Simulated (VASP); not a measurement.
A run of VASP 6.6.1 is set up as follows.

INCAR

```
SYSTEM = Sr
PREC = Accurate
ENCUT = 520
EDIFF = 1E-7
ISMEAR = 0
SIGMA = 0.15
LREAL = .False.
LASPH = .True.
NELM = 80
ALGO = Fast
ISIF = 2
LWAVE = .False.
LCHARG = .False.
GGA = PS
NBANDS = 17
```

KPOINTS

```
regular mesh
0
Gamma
  12 12 8
  0 0 0
```

POSCAR

```
Sr
1.0
    3.7331376523      0.0000000000      0.0000000000
   -1.8665688262      4.0321586151      0.0000000000
    0.0000000000      0.0000000000      6.8785266096
Sr
2
Direct
    0.3333333333      0.6666666667      0.2500000000
    0.6666666667      0.3333333333      0.7500000000
```

Potentials or basis: VASP PAW PBE potentials, release 64 (Sr_sv).

The run is started by

```bash
$ cat potpaw_PBE.64/Sr_sv/POTCAR > POTCAR
$ mpirun -np 1 vasp_std > vasp.out
```

Task: What does it give for the band gap on the k mesh?

Result: Zero (bands 10 and 11 overlap by 0.20 eV).

Task: Predict the largest force.

Result: 0.197 eV/Å.

Task: What does it give for the pressure?

Result: 0.4 GPa.

Stress tensor (GPa, compression positive):
```
 3.63  0.00  0.00
 0.00 -2.15  0.00
 0.00  0.00 -0.25
```

Caveat: the cell differs from its parent crystal (strain +e along x and -e along y -0.1100, strain +e along z and -e/2 along x and y +0.0000); the stress differs along the axes, from -2 to 4 GPa; the PAW data sets were made with another functional, which shifts forces and pressure a little.
